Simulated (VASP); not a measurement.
# WS2 (Tungstenite) (P6_3/mmc) in VASP: single point with r2SCAN

Aim: the single point of WS2 (Tungstenite) with r2SCAN.

All numbers are computed with VASP 6.6.1; they aren't measurements. Logs are shortened: lines on timing, memory, paths and dates and some standing lists are left out, and cuts for length are marked.

### 1 The cell of the first run

Symmetry: P6_3/mmc, No. 194, hexagonal system. The conventional cell has a = 3.182 Å, b = 3.182 Å, c = 13.064 Å, α = 90.00°, β = 90.00°, γ = 120.00°. W (site symmetry -6m2) has 6 S at 2.41 Å and 6 W at 3.18 Å within 3.2 Å. S (site symmetry 3m) has 3 W at 2.41 Å and 7 S at 3.12 to 3.18 Å within 3.2 Å.

### 2 Single point, r2SCAN

Input file POSCAR:

```
WS2
1.0
    3.1816209713      0.0000000000      0.0000000000
   -1.5908104856      2.7553645863      0.0000000000
    0.0000000000      0.0000000000     13.0637002180
W S
2 4
Direct
    0.3333333333      0.6666666667      0.2500000000
    0.6666666667      0.3333333333      0.7500000000
    0.3333333333      0.6666666667      0.6306288372
    0.6666666667      0.3333333333      0.1306288372
    0.3333333333      0.6666666667      0.8693711628
    0.6666666667      0.3333333333      0.3693711628
```

Input file INCAR.step1:

```
SYSTEM = WS2
  PREC = Accurate
  ENCUT = 520
  ISMEAR = -1
  SIGMA = 0.08
  LREAL = .False.
  LASPH = .True.
  NELM = 60
  NBANDS = 35
  GGA = PE
  ALGO = Normal
  EDIFF = 1E-4
  LWAVE = .True.
  LCHARG = .False.
```

Input file INCAR.step2:

```
SYSTEM = WS2
  PREC = Accurate
  ENCUT = 520
  EDIFF = 1E-7
  ISMEAR = -1
  SIGMA = 0.08
  LREAL = .False.
  LASPH = .True.
  NELM = 60
  ALGO = Normal
  ISIF = 2
  LWAVE = .False.
  LCHARG = .False.
  METAGGA = R2SCAN
  LMIXTAU = .True.
  NBANDS = 35
  ISTART = 1
```

Input file KPOINTS:

```
Automatic mesh
0
Gamma
  10 10 2
  0 0 0
```

Potentials or basis: VASP PAW PBE potentials, release 64 (W_sv, S).

Command:

```console
$ cat potpaw_PBE.64/W_sv/POTCAR potpaw_PBE.64/S/POTCAR > POTCAR
$ cp INCAR.step1 INCAR
$ mpirun -np 1 vasp_std > vasp.out
$ cp INCAR.step2 INCAR
$ mpirun -np 1 vasp_std > vasp.out
```

OUTCAR:

```text
SYSTEM = WS2
   PREC = Accurate
   ENCUT = 520
   EDIFF = 1E-7
   ISMEAR = -1
   LREAL = .False.
   LASPH = .True.
   NELM = 60
   ISIF = 2
   METAGGA = R2SCAN
   ISTART = 1

 ion  position               nearest neighbor table
   1  0.333  0.667  0.250-   4 2.41   6 2.41   4 2.41   6 2.41   4 2.41   6 2.41
   2  0.667  0.333  0.750-   3 2.41   5 2.41   3 2.41   5 2.41   3 2.41   5 2.41
   3  0.333  0.667  0.631-   2 2.41   2 2.41   2 2.41
   4  0.667  0.333  0.131-   1 2.41   1 2.41   1 2.41
   5  0.333  0.667  0.869-   2 2.41   2 2.41   2 2.41
   6  0.667  0.333  0.369-   1 2.41   1 2.41   1 2.41

  LATTYP: Found a hexagonal cell.
 ALAT       =     3.1816209713
 C/A-ratio  =     4.1059888453

  Lattice vectors:

 A1 = (   3.1816209713,   0.0000000000,   0.0000000000)
 A2 = (  -1.5908104856,   2.7553645863,   0.0000000000)
 A3 = (   0.0000000000,   0.0000000000,  13.0637002180)

Analysis of symmetry for initial positions (statically):
=====================================================================
 Subroutine PRICEL returns:
 Original cell was already a primitive cell.

 Routine SETGRP: Setting up the symmetry group for a
 hexagonal supercell.

 Subroutine GETGRP returns: Found 24 space group operations
 (whereof 12 operations were pure point group operations)
 out of a pool of 24 trial point group operations.

The static configuration has the point symmetry D_3d.
 The point group associated with its full space group is D_6h.

Analysis of symmetry for dynamics (positions and initial velocities):
=====================================================================
 Subroutine PRICEL returns:
 Original cell was already a primitive cell.

 Routine SETGRP: Setting up the symmetry group for a
 hexagonal supercell.

 Subroutine GETGRP returns: Found 24 space group operations
 (whereof 12 operations were pure point group operations)
 out of a pool of 24 trial point group operations.

The dynamic configuration has the point symmetry D_3d.
 The point group associated with its full space group is D_6h.

 Subroutine INISYM returns: Found 24 space group operations
 (whereof 12 operations are pure point group operations),
 and found     1 'primitive' translations

----------------------------------------------------------------------------------------

                                     Primitive cell
[... 94 lines left out ...]
   LNONCOLLINEAR =      F non collinear calculations
   LSORBIT =      F    spin-orbit coupling
   LASPH  =      T    aspherical Exc in radial PAW
   ENCUT  =  520.0 eV  38.22 Ry    6.18 a.u.   5.92  5.92 24.29*2*pi/ulx,y,z
   NELM   =     60;   NELMIN=  2; NELMDL=  0     # of ELM steps
   EDIFF  = 0.1E-06   stopping-criterion for ELM
   LREAL  =      F    real-space projection
   EDIFFG = 0.1E-05   stopping-criterion for IOM
   NSW    =      0    number of steps for IOM
   IBRION =     -1    ionic relax: 0-MD 1-quasi-New 2-CG
   NFREE  =      0    steps in history (QN), initial steepest desc. (CG)
   ISIF   =      2    stress and relaxation
   ISYM   =      2    0-nonsym 1-usesym 2-fastsym
   POTIM  = 0.5000    time-step for ionic-motion
   TEBEG  =    0.0;   TEEND  =   0.0 temperature during run
   PSTRESS=    0.0 pullay stress
   NELECT =      52.0000    total number of electrons
   NUPDOWN=      -1.0000    fix difference up-down
   EMIN   =  10.00;   EMAX   =-10.00  energy-range for DOS
   EFERMI =   0.00;   METHOD = LEGACY
   ISMEAR =    -1;   SIGMA  =   0.08  broadening in eV -4-tet -1-fermi 0-gaus
   EFERMI_NEDOS =   21; number of points for ismear=-14 and -15
   IALGO  =     38    algorithm
   IMIX   =      4    mixing-type and parameters
     AMIX     =   0.40;   BMIX     =  1.00
     AMIX_MAG =   1.60;   BMIX_MAG =  1.00
  volume/ion in A,a.u.               =      19.09       128.81
  Fermi-wavevector in a.u.,A,eV,Ry     =   1.258282  2.377808 21.541750  1.583274
  Thomas-Fermi vector in A             =   2.391899
   LORBIT       =      0    0 simple, 1 ext, 2 COOP (PROOUT), +10 PAW based schemes
   METAGGA = R2SCAN    functional components
   LHFCALC =     F    Hartree Fock is set to
   AEXX    =    0.0000 exact exchange contribution
   IVDW    =     0    specifies the selected vdW correction
   LEPSILON=     F    determine dielectric tensor
   LRPA    =     F    only Hartree local field effects (RPA)
 non-spin polarized calculation
  energy-cutoff  :      520.00
  volume of cell :      114.52
 maximum number of plane-waves:      3108
 NGX is ok and might be reduce to    24
   NGX = 11   NGY = 11   NGZ = 49

 number of electron      52.0000000 magnetization

 Free energy of the ion-electron system (eV)
  ---------------------------------------------------
  ext. energy  EPLUGINS =         0.00000000
  ---------------------------------------------------
  free energy    TOTEN  =      -140.16653849 eV

  energy without entropy =     -140.16652847  energy(sigma->0) =     -140.16653348

 E-fermi :   6.9285     XC(G=0): -11.1327

 val. band max:        6.3086405140   @ k =   0.0000   0.0000   0.0000
 cond. band min:       7.7713584539   @ k =   0.2000   0.2000   0.0000
 fundamental gap:      1.4627179398
 Fermi energy:         6.9284935168

 k-point     1 :       0.0000    0.0000    0.0000
  band No.  band energies     occupation
      1     -70.1784      2.00000
      2     -70.1784      2.00000
      3     -33.7662      2.00000
      4     -33.7662      2.00000
      5     -33.6124      2.00000
      6     -33.6124      2.00000
[... 901 lines left out ...]
     34      10.5957      0.00000
     35      11.8720      0.00000

 [... further k-points ...]
[... 5 lines left out ...]
  --------------------------------------------------------------------------------------
  -------------------------------------------------------------------------------------
  Total        0.1476915      0.1476915      0.0942877      0.0000000      0.0000000     -0.0000000
  in kB        2.0662004      2.0662004      1.3190824      0.0000000      0.0000000     -0.0000000
  external PRESSURE =       1.8171610 kB  Pullay stress =       0.0000000 kB

 VOLUME and BASIS-vectors are now :
 -----------------------------------------------------------------------------
  energy-cutoff  :      520.00
  volume of cell :      114.52
      direct lattice vectors                 reciprocal lattice vectors
     3.181620971  0.000000000  0.000000000     0.314305195  0.181464189  0.000000000
    -1.590810486  2.755364586  0.000000000     0.000000000  0.362928378  0.000000000
     0.000000000  0.000000000 13.063700218     0.000000000  0.000000000  0.076547990

 POSITION                                       TOTAL-FORCE (eV/Angst)
 -----------------------------------------------------------------------------------
     -0.00000      1.83691      3.26593        -0.000000      0.000000     -0.000000
      1.59081      0.91845      9.79778         0.000000     -0.000000     -0.000000
     -0.00000      1.83691      8.23835         0.000000      0.000000     -0.021867
      1.59081      0.91845      1.70650         0.000000      0.000000     -0.021867
     -0.00000      1.83691     11.35720        -0.000000     -0.000000      0.021867
      1.59081      0.91845      4.82535         0.000000      0.000000      0.021867
 -----------------------------------------------------------------------------------
    total drift:                               -0.000000      0.000000     -0.000000

  FREE ENERGIE OF THE ION-ELECTRON SYSTEM (eV)
  ---------------------------------------------------
  free  energy   TOTEN  =      -140.1665384930 eV

  energy  without entropy=     -140.1665284698  energy(sigma->0) =     -140.16653348
```

It took 16 min on 1 thread of AMD EPYC, shared host; peak memory 0.26 GiB.

Results:

- Free energy: -140.1665 eV
- Pressure: 0.2 GPa
- Largest force: 0.022 eV/Å
- Band gap on the k mesh: 1.46 eV, indirect (least direct gap 2.23 eV)

Forces in eV/Å, atoms in the order of the input:
```
W    0.000  0.000  0.000
W    0.000  0.000  0.000
S    0.000  0.000 -0.022
S    0.000  0.000 -0.022
S    0.000  0.000  0.022
S    0.000  0.000  0.022
```

Caveat: the PAW data sets were made with another functional, which shifts forces and pressure a little; spin-orbit coupling is left out, which moves the levels of the heavy elements. A k mesh can miss the band edges.
